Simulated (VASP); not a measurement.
# Ge3Pd (P-62m) in VASP: notebook, part 3 of 3

VASP 6.6.1.

### Step 6. Single point, PBE, collinear spin

This run uses another cell than the first one, of 18.50 Å³/atom.

Input file INCAR:

```
SYSTEM = Ge3Pd
PREC = Accurate
ENCUT = 520
EDIFF = 1E-6
ISMEAR = 0
SIGMA = 0.1
LREAL = .FALSE.
LASPH = .TRUE.
NELM = 150
ALGO = Normal
ISIF = 2
LWAVE = .FALSE.
LCHARG = .FALSE.
ISPIN = 2
MAGMOM = 0 0 0 1
LORBIT = 11
LMAXMIX = 4
GGA = PE
NBANDS = 38
```

Input file KPOINTS:

```
Automatic mesh
0
G
  6 6 6
  0 0 0
```

Input file POSCAR:

```
Ge3Pd
1.0
    5.4708856273      0.0000000000      0.0000000000
   -2.7354428137      4.7379259344      0.0000000000
    0.0000000000      0.0000000000      2.8550085703
Ge Pd
3 1
Direct
    0.4013907932      0.0000000000      0.5000000000
    0.0000000000      0.4013907932      0.5000000000
    0.5986092068      0.5986092068      0.5000000000
    0.0000000000      0.0000000000      0.0000000000
```

Potentials or basis: VASP PAW PBE potentials, release 64 (Ge_d, Pd).

The run is started by

```
cat potpaw_PBE.64/Ge_d/POTCAR potpaw_PBE.64/Pd/POTCAR > POTCAR
mpirun -np 1 vasp_std > vasp.out
```

OUTCAR:

```text
SYSTEM = Ge3Pd
   PREC = Accurate
   ENCUT = 520
   EDIFF = 1E-6
   ISMEAR = 0
   LREAL = .FALSE.
   LASPH = .TRUE.
   NELM = 150
   ISIF = 2
   ISPIN = 2
   LORBIT = 11
   GGA = PE

 ion  position               nearest neighbor table
   1  0.401  0.000  0.500-   4 2.62   4 2.62   2 2.89   2 2.89   3 2.89   3 2.89
   2  0.000  0.401  0.500-   4 2.62   4 2.62   1 2.89   1 2.89   3 2.89   3 2.89
   3  0.599  0.599  0.500-   4 2.62   4 2.62   1 2.89   2 2.89   1 2.89   2 2.89
   4  0.000  0.000  0.000-   3 2.62   3 2.62   2 2.62   2 2.62   1 2.62   1 2.62

  LATTYP: Found a hexagonal cell.
 ALAT       =     5.4708856273
 C/A-ratio  =     0.5218549180

  Lattice vectors:

 A1 = (   5.4708856273,   0.0000000000,   0.0000000000)
 A2 = (  -2.7354428137,   4.7379259344,   0.0000000000)
 A3 = (   0.0000000000,   0.0000000000,   2.8550085703)

Analysis of symmetry for initial positions (statically):
=====================================================================
 Subroutine PRICEL returns:
 Original cell was already a primitive cell.

 Routine SETGRP: Setting up the symmetry group for a
 hexagonal supercell.

 Subroutine GETGRP returns: Found 12 space group operations
 (whereof 12 operations were pure point group operations)
 out of a pool of 24 trial point group operations.

The static configuration has the point symmetry D_3h.

Analysis of symmetry for dynamics (positions and initial velocities):
=====================================================================
 Subroutine PRICEL returns:
 Original cell was already a primitive cell.

 Routine SETGRP: Setting up the symmetry group for a
 hexagonal supercell.

 Subroutine GETGRP returns: Found 12 space group operations
 (whereof 12 operations were pure point group operations)
 out of a pool of 24 trial point group operations.

The dynamic configuration has the point symmetry D_3h.

Analysis of structural, dynamic, and magnetic symmetry:
=====================================================================
 Subroutine PRICEL returns:
 Original cell was already a primitive cell.

 Routine SETGRP: Setting up the symmetry group for a
 hexagonal supercell.

 Subroutine GETGRP returns: Found 12 space group operations
 (whereof 12 operations were pure point group operations)
 out of a pool of 24 trial point group operations.

The overall configuration has the point symmetry D_3h.

 Subroutine INISYM returns: Found 12 space group operations
 (whereof 12 operations are pure point group operations),
 and found     1 'primitive' translations

----------------------------------------------------------------------------------------

                                     Primitive cell

  volume of cell :      74.0037

  direct lattice vectors                    reciprocal lattice vectors
     5.470885627  0.000000000  0.000000000     0.182785762  0.105531409  0.000000000
    -2.735442814  4.737925934  0.000000000     0.000000000  0.211062818  0.000000000
     0.000000000  0.000000000  2.855008570     0.000000000  0.000000000  0.350261646

  length of vectors
[... 84 lines left out ...]
   ENCUT  =  520.0 eV  38.22 Ry    6.18 a.u.  10.17 10.17  5.31*2*pi/ulx,y,z
   NELM   =    150;   NELMIN=  2; NELMDL= -5     # of ELM steps
   EDIFF  = 0.1E-05   stopping-criterion for ELM
   LREAL  =      F    real-space projection
   EDIFFG = 0.1E-04   stopping-criterion for IOM
   NSW    =      0    number of steps for IOM
   IBRION =     -1    ionic relax: 0-MD 1-quasi-New 2-CG
   NFREE  =      0    steps in history (QN), initial steepest desc. (CG)
   ISIF   =      2    stress and relaxation
   ISYM   =      2    0-nonsym 1-usesym 2-fastsym
   POTIM  = 0.5000    time-step for ionic-motion
   TEBEG  =    0.0;   TEEND  =   0.0 temperature during run
   PSTRESS=    0.0 pullay stress
   NELECT =      52.0000    total number of electrons
   NUPDOWN=      -1.0000    fix difference up-down
   EMIN   =  10.00;   EMAX   =-10.00  energy-range for DOS
   EFERMI =   0.00;   METHOD = LEGACY
   ISMEAR =     0;   SIGMA  =   0.10  broadening in eV -4-tet -1-fermi 0-gaus
   EFERMI_NEDOS =   21; number of points for ismear=-14 and -15
   IALGO  =     38    algorithm
   IMIX   =      4    mixing-type and parameters
     AMIX     =   0.40;   BMIX     =  1.00
     AMIX_MAG =   1.60;   BMIX_MAG =  1.00
  volume/ion in A,a.u.               =      18.50       124.85
  Fermi-wavevector in a.u.,A,eV,Ry     =   1.455431  2.750365 28.820926  2.118278
  Thomas-Fermi vector in A             =   2.572466
   LORBIT       =     11    0 simple, 1 ext, 2 COOP (PROOUT), +10 PAW based schemes
   GGA     = PE    functional components
   LHFCALC =     F    Hartree Fock is set to
   AEXX    =    0.0000 exact exchange contribution
   IVDW    =     0    specifies the selected vdW correction
   LEPSILON=     F    determine dielectric tensor
   LRPA    =     F    only Hartree local field effects (RPA)
 spin polarized calculation
 Gauss-broadening in eV      SIGMA  =   0.10
  energy-cutoff  :      520.00
  volume of cell :       74.00
 maximum number of plane-waves:      2021
 NGX is ok and might be reduce to    42
   NGX = 21   NGY = 21   NGZ = 11

 number of electron      51.9999985 magnetization      -0.0155727

 number of electron      51.9999985 magnetization       0.0002765

 Free energy of the ion-electron system (eV)
  ---------------------------------------------------
  ext. energy  EPLUGINS =         0.00000000
  ---------------------------------------------------
  free energy    TOTEN  =       -18.71263178 eV

  energy without entropy =      -18.69847216  energy(sigma->0) =      -18.70555197

 E-fermi :   6.9879     XC(G=0): -11.4206

 val. band max:        6.9855035869   @ k =   0.5000   0.0000   0.3333
 cond. band min:       7.0088671041   @ k =   0.1667   0.1667   0.1667
 fundamental gap:      0.0233635172
 Fermi energy:         6.9878821278

 spin component 1

 k-point     1 :       0.0000    0.0000    0.0000
  band No.  band energies     occupation
      1     -17.7623      1.00000
      2     -17.7190      1.00000
      3     -17.7190      1.00000
      4     -17.6623      1.00000
      5     -17.6623      1.00000
      6     -17.6554      1.00000
[... 973 lines left out ...]
     37      16.9128      0.00000
     38      17.2994      0.00000

 [... further k-points ...]

 spin component 2

 k-point     1 :       0.0000    0.0000    0.0000
  band No.  band energies     occupation
      1     -17.7623      1.00000
      2     -17.7190      1.00000
      3     -17.7190      1.00000
      4     -17.6623      1.00000
      5     -17.6623      1.00000
      6     -17.6553      1.00000
[... 973 lines left out ...]
     37      16.9130      0.00000
     38      17.2995      0.00000

 [... further k-points ...]

------------------------ aborting loop because EDIFF is reached ----------------------------------------

  FORCE on cell =-STRESS in cart. coord.  units (eV):
  Direction    XX          YY          ZZ          XY          YZ          ZX
  --------------------------------------------------------------------------------------
  -------------------------------------------------------------------------------------
  Total        0.0350507      0.0350507      0.0427550     -0.0000000      0.0000000      0.0000000
  in kB        0.7588476      0.7588476      0.9256437     -0.0000000      0.0000000      0.0000000
  external PRESSURE =       0.8144463 kB  Pullay stress =       0.0000000 kB

 VOLUME and BASIS-vectors are now :
 -----------------------------------------------------------------------------
  energy-cutoff  :      520.00
  volume of cell :       74.00
      direct lattice vectors                 reciprocal lattice vectors
     5.470885627  0.000000000  0.000000000     0.182785762  0.105531409  0.000000000
    -2.735442814  4.737925934  0.000000000     0.000000000  0.211062818  0.000000000
     0.000000000  0.000000000  2.855008570     0.000000000  0.000000000  0.350261646

 POSITION                                       TOTAL-FORCE (eV/Angst)
 -----------------------------------------------------------------------------------
      2.19596      0.00000      1.42750         0.012194     -0.000000      0.000000
     -1.09798      1.90176      1.42750        -0.006097      0.010560     -0.000000
      1.63746      2.83617      1.42750        -0.006097     -0.010560      0.000000
      0.00000      0.00000      0.00000        -0.000000     -0.000000      0.000000
 -----------------------------------------------------------------------------------
    total drift:                               -0.000007     -0.000012      0.000005

  FREE ENERGIE OF THE ION-ELECTRON SYSTEM (eV)
  ---------------------------------------------------
  free  energy   TOTEN  =       -18.7126317777 eV

  energy  without entropy=      -18.6984721569  energy(sigma->0) =      -18.70555197

 total charge

# of ion       s       p       d       tot
------------------------------------------
    1        1.221   0.958  10.028  12.207
    2        1.221   0.958  10.028  12.207
    3        1.221   0.958  10.028  12.207
    4        0.488   0.479   8.600   9.567
--------------------------------------------------
tot          4.152   3.353  38.683  46.187

 magnetization (x)

# of ion       s       p       d       tot
------------------------------------------
    1        0.000   0.000   0.000   0.000
    2        0.000   0.000   0.000   0.000
    3        0.000   0.000   0.000   0.000
    4       -0.000   0.000   0.000   0.000
--------------------------------------------------
tot          0.000   0.000   0.000   0.000
```

OSZICAR:

```text
N       E                     dE             d eps       ncg     rms          rms(c)
DAV:   1     0.491187189217E+03    0.49119E+03   -0.23192E+04  5574   0.366E+03
DAV:   2     0.655441660138E+02   -0.42564E+03   -0.40441E+03  4256   0.846E+02
DAV:   3    -0.146735463765E+02   -0.80218E+02   -0.78839E+02  4654   0.187E+02
DAV:   4    -0.187481901678E+02   -0.40746E+01   -0.40628E+01  4940   0.469E+01
DAV:   5    -0.188429248957E+02   -0.94735E-01   -0.94723E-01  4792   0.789E+00    0.782E+00
DAV:   6    -0.188229515566E+02    0.19973E-01   -0.11053E+00  4952   0.670E+00    0.441E+00
DAV:   7    -0.187326206813E+02    0.90331E-01   -0.30336E-01  4782   0.462E+00    0.249E+00
DAV:   8    -0.187126137664E+02    0.20007E-01   -0.63689E-02  5284   0.148E+00    0.527E-01
DAV:   9    -0.187125765030E+02    0.37263E-04   -0.76690E-03  4992   0.772E-01    0.167E-01
DAV:  10    -0.187125874378E+02   -0.10935E-04   -0.12276E-03  4828   0.257E-01    0.596E-02
DAV:  11    -0.187126255758E+02   -0.38138E-04   -0.10251E-04  4624   0.552E-02    0.263E-02
DAV:  12    -0.187126311866E+02   -0.56108E-05   -0.19889E-05  4358   0.272E-02    0.125E-02
DAV:  13    -0.187126317777E+02   -0.59116E-06   -0.42083E-06  3920   0.145E-02
   1 F= -.18712632E+02 E0= -.18705552E+02  d E =-.141596E-01  mag=    -0.0000
```

stdout:

```text
POSCAR found type information on POSCAR GePd
 POSCAR found :  2 types and       4 ions
 scaLAPACK will be used
 LDA part: xc-table for (Slater+PW92), standard interpolation
 POSCAR, INCAR and KPOINTS ok, starting setup
 FFT: planning ... GRIDC
 FFT: planning ... GRID_SOFT
 FFT: planning ... GRID
 WAVECAR not read
 entering main loop
```

It took 2 min on 1 thread of AMD EPYC 7R13 (Zen 3), shared host; peak memory 0.27 GiB.

What came out:

```yaml
Free_energy: -18.7126 eV
Pressure: 0.1 GPa
Largest_force: 0.012 eV/Å
Band_gap_on_the_k_mesh: zero (filled and empty bands overlap)
Net_moment: 0.00 μB per cell
Valence_electrons_inside_the_program's_atomic_spheres: Ge 12.21; Pd 9.57
```

Forces on the atoms (eV/Å):
```
Ge   0.012  0.000  0.000
Ge  -0.006  0.011  0.000
Ge  -0.006 -0.011  0.000
Pd   0.000  0.000  0.000
```

Caveat: the k points lie up to 0.37 Å⁻¹ apart, too coarse for converged energies and pressures of a metal.

### Step 7. Summary

| task | spin | cell | k mesh | cutoff (eV) | gap on the mesh (eV) | pressure (GPa) | largest force (eV/Å) |
| --- | --- | --- | --- | --- | --- | --- | --- |
| single point | off | a = 3.739, b = 3.739, c = 6.203 Å, angles 90.0, 90.0, 120.0°, 4 atoms, atomic positions A | 6 × 6 × 4 | 520 | none | 81.7 | 16.69 |
| single point | off | a = 5.274, b = 5.274, c = 3.166 Å, angles 90.0, 90.0, 120.0°, 4 atoms, atomic positions B | 6 × 6 × 4 | 520 | none | 0.0 | 0.01 |
| single point | off | a = 5.471, b = 5.471, c = 2.855 Å, angles 90.0, 90.0, 120.0°, 4 atoms, atomic positions C | 6 × 6 × 6 | 520 | none | 0.1 | 0.01 |
| relaxation of cell and atoms | off | relaxed from a = 5.274, b = 5.274, c = 3.166 Å, angles 90.0, 90.0, 120.0°, 4 atoms, atomic positions B | 6 × 6 × 6 | 600 | none | -0.2 | 0.02 |
| single point | collinear | a = 5.471, b = 5.471, c = 2.855 Å, angles 90.0, 90.0, 120.0°, 4 atoms, atomic positions C | 6 × 6 × 6 | 520 | none | 0.1 | 0.01 |

Alike in all rows: level PBE; potentials or basis VASP PAW PBE potentials, release 64 (Ge_d, Pd); smearing gaussian 0.1 eV.

Caveats: some runs use coarse meshes; the stress differs along the axes, from -13 to 129 GPa (at least some runs); forces of over 1 eV/Å act on the atoms, so gaps and moduli don't describe the material at rest (at least some runs).

Total energies depend on the potentials used, so only differences within one code and one set of settings carry meaning.

The gap in the log of VASP goes by the Fermi energy; the results here count the filled bands.